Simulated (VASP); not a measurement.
A run of VASP 6.6.1 is set up as follows.

INCAR

```
PREC = Accurate
ENCUT = 600
EDIFF = 1E-6
ISMEAR = -1
SIGMA = 0.05
LREAL = F
LASPH = T
NELM = 60
ALGO = Normal
ISIF = 3
LWAVE = F
LCHARG = F
GGA = PS
IVDW = 12
IBRION = 2
NSW = 60
EDIFFG = -0.01
```

File KPOINTS:

```
regular mesh
0
Gamma
  12 12 12
```

Contents of POSCAR:

```
Rh
1.0
    0.0000000000      1.8978500000      1.8978500000
    1.8978500000      0.0000000000      1.8978500000
    1.8978500000      1.8978500000      0.0000000000
Rh
1
Direct
    0.0000000000      0.0000000000      0.0000000000
```

Potentials or basis: VASP PAW PBE potentials, release 64 (Rh_pv).

Launch:

```sh
$ cat potpaw_PBE.64/Rh_pv/POTCAR > POTCAR
$ mpirun -np 1 vasp_std > vasp.out
```

Problem. Predict the dispersion energy per atom.

Solution. -0.636 eV.

Problem. Predict the relaxed cell.

Solution. a = 2.650 Å, b = 2.650 Å, c = 2.650 Å, α = 60.00°, β = 60.00°, γ = 60.00°.

Final structure:
```
Rh
1.0
     0.00000    1.87402    1.87402
     1.87402    0.00000    1.87402
     1.87402    1.87402    0.00000
Rh
1
Cartesian
  0.0000 0.0000 0.0000
```
